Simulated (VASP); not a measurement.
# Zn2GeN3 (Cmmm) in VASP: further runs, part 2 of 2

VASP 6.6.1. The steps go on from the part before.

### Step 4. Relaxation of cell and atoms, PBE

This run uses another cell than the first one, of 12.56 Å³/atom.

File INCAR:

```
ALGO = Normal
EDIFF = 1E-7
EDIFFG = -0.04
ENCUT = 600
GGA = PE
IBRION = 2
ISIF = 3
ISMEAR = 0
LASPH = T
LCHARG = F
LREAL = F
LWAVE = F
NELM = 100
NSW = 90
PREC = Accurate
SIGMA = 0.1
```

File KPOINTS:

```
k-points
0
Gamma
  4 4 6
```

File POSCAR:

```
Zn2GeN3
1.0
    2.5166940368     -4.8793956039      0.0000000000
    2.5166940368      4.8793956039      0.0000000000
    0.0000000000      0.0000000000      3.0695954786
Zn Ge N
2 1 3
Direct
    0.0000000000      0.5000000000      0.5000000000
    0.5000000000      0.0000000000      0.5000000000
    0.5000000000      0.5000000000      0.0000000000
    0.3175775587      0.6824224413      0.0000000000
    0.6824224413      0.3175775587      0.0000000000
    0.0000000000      0.0000000000      0.5000000000
```

Potentials or basis: VASP PAW PBE potentials, release 64 (Zn, Ge_d, N).

Launch:

```sh
cat potpaw_PBE.64/Zn/POTCAR potpaw_PBE.64/Ge_d/POTCAR potpaw_PBE.64/N/POTCAR > POTCAR
mpirun -np 1 vasp_std > vasp.out
```

OUTCAR:

```text
EDIFF = 1E-7
   EDIFFG = -0.04
   ENCUT = 600
   GGA = PE
   IBRION = 2
   ISIF = 3
   ISMEAR = 0
   LASPH = T
   LREAL = F
   NELM = 100
   NSW = 90
   PREC = Accurate

 ion  position               nearest neighbor table
   1  0.000  0.500  0.500-   4 2.09   5 2.09   4 2.09   5 2.09   2 2.52   2 2.52
   2  0.500  0.000  0.500-   4 2.09   5 2.09   4 2.09   5 2.09   1 2.52   1 2.52
   3  0.500  0.500  0.000-   4 1.78   5 1.78
   4  0.318  0.682  0.000-   3 1.78   2 2.09   1 2.09   1 2.09   2 2.09
   5  0.682  0.318  0.000-   3 1.78   2 2.09   1 2.09   1 2.09   2 2.09
   6  0.000  0.000  0.500-

  LATTYP: Found a base centered orthorhombic cell.
 ALAT       =     5.0333880736
 B/A-ratio  =     1.9388116046
 C/A-ratio  =     0.6098467739

  Lattice vectors:

 A1 = (   2.5166940368,  -4.8793956039,   0.0000000000)
 A2 = (   2.5166940368,   4.8793956039,   0.0000000000)
 A3 = (   0.0000000000,   0.0000000000,   3.0695954786)

Analysis of symmetry for initial positions (statically):
=====================================================================
 Subroutine PRICEL returns:
 Original cell was already a primitive cell.
[... 185 lines left out ...]
  Direction    XX          YY          ZZ          XY          YZ          ZX
  --------------------------------------------------------------------------------------
  -------------------------------------------------------------------------------------
  Total        1.2746202     -0.5197104     -0.0461379      0.0000000      0.0000000      0.0000000
  in kB       27.0884279    -11.0449674     -0.9805297      0.0000000      0.0000000      0.0000000
  external PRESSURE =       5.0209769 kB  Pullay stress =       0.0000000 kB
[... 187 lines left out ...]
--------------------------------------- Ionic step        6  -------------------------------------------

 number of electron      53.0000000 magnetization

 Free energy of the ion-electron system (eV)
  ---------------------------------------------------
  ext. energy  EPLUGINS =         0.00000000
  ---------------------------------------------------
  free energy    TOTEN  =       -25.70614140 eV

  energy without entropy =      -25.69906994  energy(sigma->0) =      -25.70260567

 E-fermi :   3.2961     XC(G=0): -11.0957

 val. band max:        3.2897221295   @ k =   0.5000   0.5000   0.5000
 cond. band min:       3.3489339799   @ k =   0.5000   0.5000   0.3333
 fundamental gap:      0.0592118504
 Fermi energy:         3.2961466119

 k-point     1 :       0.0000    0.0000    0.0000
  band No.  band energies     occupation
      1     -22.0646      2.00000
      2     -22.0155      2.00000
      3     -21.9820      2.00000
      4     -21.8047      2.00000
      5     -21.7986      2.00000
      6     -13.1248      2.00000
[... 805 lines left out ...]
     30       6.7346      0.00000
     31       8.1057      0.00000

 [... further k-points ...]

------------------------ aborting loop because EDIFF is reached ----------------------------------------

  FORCE on cell =-STRESS in cart. coord.  units (eV):
  Direction    XX          YY          ZZ          XY          YZ          ZX
  --------------------------------------------------------------------------------------
  -------------------------------------------------------------------------------------
  Total        0.0073404     -0.1379286     -0.0293385      0.0000000      0.0000000      0.0000000
  in kB        0.1544420     -2.9020142     -0.6172822      0.0000000      0.0000000      0.0000000
  external PRESSURE =      -1.1216181 kB  Pullay stress =       0.0000000 kB
[... 21 lines left out ...]
  FREE ENERGIE OF THE ION-ELECTRON SYSTEM (eV)
  ---------------------------------------------------
  free  energy   TOTEN  =       -25.7061414039 eV

  energy  without entropy=      -25.6990699367  energy(sigma->0) =      -25.70260567

 reached required accuracy - stopping structural energy minimisation
```

OSZICAR:

```text
N       E                     dE             d eps       ncg     rms          rms(c)
DAV:   1     0.511878554784E+03    0.51188E+03   -0.28607E+04  1961   0.371E+03
DAV:   2     0.557424473623E+02   -0.45614E+03   -0.44553E+03  1757   0.770E+02
DAV:   3    -0.257768960718E+02   -0.81519E+02   -0.80163E+02  2058   0.221E+02
[... 64 lines left out ...]
DAV:   4    -0.257063677540E+02    0.91506E-03   -0.46027E-03  2482   0.378E-01    0.112E-01
DAV:   5    -0.257061341661E+02    0.23359E-03   -0.54127E-04  2460   0.229E-01    0.192E-02
DAV:   6    -0.257061413804E+02   -0.72143E-05   -0.10536E-04  2011   0.114E-01    0.116E-02
DAV:   7    -0.257061414060E+02   -0.25604E-07   -0.44309E-06  2014   0.193E-02    0.515E-03
DAV:   8    -0.257061414039E+02    0.21082E-08   -0.35889E-07  1766   0.105E-02
   6 F= -.25706141E+02 E0= -.25702606E+02  d E =-.104836E-02
```

CONTCAR:

```text
Zn2GeN3
   1.00000000000000
     2.5624676736930785   -4.8644111357234356    0.0000000000000000
     2.5624676736930785    4.8644111357234356    0.0000000000000000
     0.0000000000000000    0.0000000000000000    3.0545454344481873
  Zn              Ge              N
     2     1     3
Direct
     1.0000000000000000    0.5000000000000000    0.5000000000000000
     0.5000000000000000    0.0000000000000000    0.5000000000000000
     0.5000000000000000    0.5000000000000000    1.0000000000000000
     0.3183801565236636    0.6816198434763364    0.0000000000000000
     0.6816198434763364    0.3183801565236636    0.0000000000000000
     1.0000000000000000    0.0000000000000000    0.5000000000000000

  0.00000000E+00  0.00000000E+00  0.00000000E+00
  0.00000000E+00  0.00000000E+00  0.00000000E+00
  0.00000000E+00  0.00000000E+00  0.00000000E+00
  0.00000000E+00  0.00000000E+00  0.00000000E+00
  0.00000000E+00  0.00000000E+00  0.00000000E+00
  0.00000000E+00  0.00000000E+00  0.00000000E+00
```

It took 9.6 min on 1 thread of Oxide Virtual Turin-like, shared host; peak memory 0.26 GiB.

Results:

```
Free energy                           : -25.7061 eV
Relaxed volume                        : 12.69 Å³/atom
Relaxed cell                          : a = 5.498 Å, b = 5.498 Å, c = 3.055 Å, α = 90.00°, β = 90.00°, γ = 124.44°
Space group after relaxing (to 0.1 Å) : Cmmm (No. 65)
Energy gained by relaxing             : 2.5 meV/atom
Ionic steps                           : 6
Pressure after relaxing               : -0.1 GPa
Largest force after relaxing          : 0.029 eV/Å
Band gap on the k mesh                : zero (an odd number of electrons rules out a gap without spin polarisation)
```

Forces on the atoms (eV/Å):
```
Zn   0.000  0.000  0.000
Zn   0.000  0.000  0.000
Ge   0.000  0.000  0.000
N    0.000  0.029  0.000
N    0.000 -0.029  0.000
N    0.000  0.000  0.000
```

The path:
| step | energy change (eV) | largest force (eV/Å) | pressure (GPa) | volume (Å³) |
| --- | --- | --- | --- | --- |
| 1 | 0.0000 | 0.3132 | 0.50 | 75.39 |
| 2 | -0.0107 | 0.2005 | 0.56 | 75.82 |
| 3 | -0.0109 | 0.1340 | 0.55 | 75.76 |
| 4 | -0.0139 | 0.0371 | -0.39 | 76.33 |
| 5 | -0.0139 | 0.0319 | -0.43 | 76.36 |
| 6 | -0.0150 | 0.0286 | -0.11 | 76.15 |

Final structure:
```
Zn Ge N
1.0
     2.56247   -4.86441    0.00000
     2.56247    4.86441    0.00000
     0.00000    0.00000    3.05455
Zn Ge N
2 1 3
Cartesian
  3.8437 -2.4322 1.5273
  1.2812 -2.4322 1.5273
  2.5625 0.0000 3.0545
  2.5625 1.7669 0.0000
  2.5625 -1.7669 0.0000
  2.5625 -4.8644 1.5273
```

### Step 5. Single point, PBE

This run uses another cell than the first one, of 12.60 Å³/atom.

File INCAR:

```
SYSTEM = Zn2GeN3
PREC     = Accurate       ! precision mode
ENCUT    = 520            ! plane-wave cutoff, eV
EDIFF    = 1E-7           ! SCF threshold, eV
ISMEAR   = 0              ! smearing method
SIGMA    = 0.1            ! smearing width, eV
LREAL    = .False.        ! projectors in reciprocal space
LASPH    = .True.         ! aspherical terms in the spheres
NELM     = 60             ! most SCF steps
ALGO     = Normal         ! electronic algorithm
ISIF     = 2              ! what is computed and relaxed
LWAVE    = .False.        ! write WAVECAR
LCHARG   = .False.        ! write CHGCAR
GGA      = PE             ! functional
NBANDS   = 36             ! bands
```

File KPOINTS:

```
regular mesh
0
Gamma
  8 8 12
  0 0 0
```

File POSCAR:

```
Zn2GeN3
1.0
    2.5407260586     -4.8716875104      0.0000000000
    2.5407260586      4.8716875104      0.0000000000
    0.0000000000      0.0000000000      3.0537014201
Zn Ge N
2 1 3
Direct
    0.0000000000      0.5000000000      0.5000000000
    0.5000000000      0.0000000000      0.5000000000
    0.5000000000      0.5000000000      0.0000000000
    0.3179457973      0.6820542027      0.0000000000
    0.6820542027      0.3179457973      0.0000000000
    0.0000000000      0.0000000000      0.5000000000
```

Launch:

```sh
cat potpaw_PBE.64/Zn/POTCAR potpaw_PBE.64/Ge_d/POTCAR potpaw_PBE.64/N/POTCAR > POTCAR
mpirun -np 1 vasp_std > vasp.out
```

Run time: 8.9 min. Hardware: 1 thread of Oxide Virtual Turin-like, shared host; peak memory 0.42 GiB.

The run converged. Its results:

```yaml
Free_energy: -25.7131 eV
Pressure: 0.2 GPa
Largest_force: 0.102 eV/Å
Band_gap_on_the_k_mesh: zero (an odd number of electrons rules out a gap without spin polarisation)
```

Forces on the atoms (eV/Å):
```
Zn   0.000  0.000  0.000
Zn   0.000  0.000  0.000
Ge   0.000  0.000  0.000
N    0.000 -0.102  0.000
N    0.000  0.102  0.000
N    0.000  0.000  0.000
```

Stress tensor (GPa, compression positive):
```
 0.44  0.00  0.00
 0.00 -0.29  0.00
 0.00  0.00  0.61
```

Levels at points of the mesh, in eV from the Fermi level:
| k point | band 24 | band 25 | band 26 | band 27 | band 28 | band 29 | band 30 | band 31 |
| --- | --- | --- | --- | --- | --- | --- | --- | --- |
| (0.00, 0.00, 0.00) | -0.86 | -0.33 | -0.27 | 0.31 | 1.08 | 4.63 | 5.09 | 6.48 |
| (0.50, 0.00, 0.00) | -0.97 | -0.90 | -0.39 | 1.06 | 2.15 | 2.38 | 4.24 | 5.57 |
| (0.50, 0.50, 0.00) | -0.88 | -0.79 | -0.27 | 0.46 | 1.08 | 4.16 | 4.46 | 4.85 |
| (0.00, 0.00, 0.50) | -1.68 | -1.08 | -1.07 | -0.82 | -0.47 | 3.13 | 3.60 | 4.23 |
| (0.50, 0.00, 0.50) | -2.05 | -1.53 | -0.69 | -0.19 | 1.67 | 2.84 | 3.51 | 4.95 |
| (0.50, 0.50, 0.50) | -1.01 | -0.88 | -0.22 | 0.07 | 0.30 | 3.32 | 3.38 | 4.56 |

### Step 6. Overview

```csv
task,cell,k mesh,cutoff (eV),gap on the mesh (eV),pressure (GPa),relaxed volume (Å³/atom),largest force (eV/Å)
single point,"a = 5.506, b = 5.506, c = 3.042 Å, angles 90.0, 90.0, 124.8°, 6 atoms, atomic positions A",4 × 4 × 6,520,none,0.3,-,0.12
relaxation of cell and atoms,"relaxed from a = 4.784, b = 4.784, c = 3.839 Å, angles 90.0, 90.0, 118.2°, 6 atoms, atomic positions B",4 × 4 × 4,600,none,0.1,12.60,0.02
relaxation of cell and atoms,"relaxed from a = 5.490, b = 5.490, c = 3.070 Å, angles 90.0, 90.0, 125.4°, 6 atoms, atomic positions C",4 × 4 × 6,600,none,-0.1,12.69,0.03
single point,"a = 5.494, b = 5.494, c = 3.054 Å, angles 90.0, 90.0, 124.9°, 6 atoms, atomic positions D",8 × 8 × 12,520,none,0.2,-,0.10
```

Alike in all rows: level PBE; potentials or basis VASP PAW PBE potentials, release 64 (Zn, Ge_d, N); no spin polarisation; smearing gaussian 0.1 eV.

Caveats: some runs use coarse meshes; a cell axis changed by over 15 % at a fixed basis, so the end point is rough (at least some runs).

Absolute energies hang on the potentials; compare differences alone.

The gap in the log of VASP goes by the Fermi energy; the results here count the filled bands.